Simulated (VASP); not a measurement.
Runs of VASP 6.6.1 on Ni. The structure is cubic, space group Fm-3m (No. 225). Conventional cell: a = 3.524 Å, b = 3.524 Å, c = 3.524 Å, α = 90.00°, β = 90.00°, γ = 90.00°. Within 3.3 Å of Ni (site symmetry m-3m) lie 12 Ni at 2.49 Å. 

| spin | fixed moment (μB) | pressure (GPa) | moment (μB) |
| --- | --- | --- | --- |
| collinear, ferromagnetic start | 0.9 | (b) | 0.90 |
| collinear, ferromagnetic start | 1.3 | -1.2 | 1.30 |
| collinear, ferromagnetic start | 0.4 | (a) | 0.40 |
| collinear, ferromagnetic start | 1.8 | 10.2 | 1.80 |
| collinear, zero start | 0.0 | -11.8 | 0.00 |

Alike in all rows: task single point; level PBEsol; potentials or basis VASP PAW PBE potentials, release 64 (Ni); cell as given; k mesh 6 × 6 × 6; cutoff (eV) 520; smearing fermi-dirac 0.1 eV.

Question: Fill in the values left out.

Answer: (a) -11.3; (b) -7.2.

Caveats: all runs use coarse meshes; the PAW data sets were made with another functional, which shifts forces and pressure a little; the total moment is fixed, so each spin has its own Fermi level.
